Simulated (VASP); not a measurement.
Input of a VASP 6.6.1 run:

The input INCAR:

```
SYSTEM = NiO
  ALGO = Normal
  EDIFF = 1E-6
  ENCUT = 520
  GGA = PE
  ISIF = 2
  ISMEAR = -1
  ISPIN = 2
  LASPH = .TRUE.
  LCHARG = .FALSE.
  LMAXMIX = 4
  LORBIT = 11
  LREAL = .FALSE.
  LWAVE = .FALSE.
  MAGMOM = 1.5 0
  NBANDS = 19
  NELM = 150
  PREC = Accurate
  SIGMA = 0.03
```

KPOINTS

```
k-points
0
G
  15 15 15
  0 0 0
```

File POSCAR:

```
NiO
1.0
    0.0000000000      2.1051601387      2.1051601387
    2.1051601387      0.0000000000      2.1051601387
    2.1051601387      2.1051601387      0.0000000000
Ni O
1 1
Direct
    0.0000000000      0.0000000000      0.0000000000
    0.5000000000      0.5000000000      0.5000000000
```

Potentials or basis: VASP PAW PBE potentials, release 64 (Ni, O).

Run with:

```bash
$ cat potpaw_PBE.64/Ni/POTCAR potpaw_PBE.64/O/POTCAR > POTCAR
$ mpirun -np 1 vasp_std > vasp.out
```

Problem. Predict the site moments.

Solution. Ni +1.45; O +0.27 μB.

Problem. What does it give for the pressure?

Solution. 0.2 GPa.

Problem. Estimate the net moment.

Solution. 1.76 μB per cell.

Caveat: a cell with one magnetic atom can't hold antiferromagnetic order, which such compounds often take.
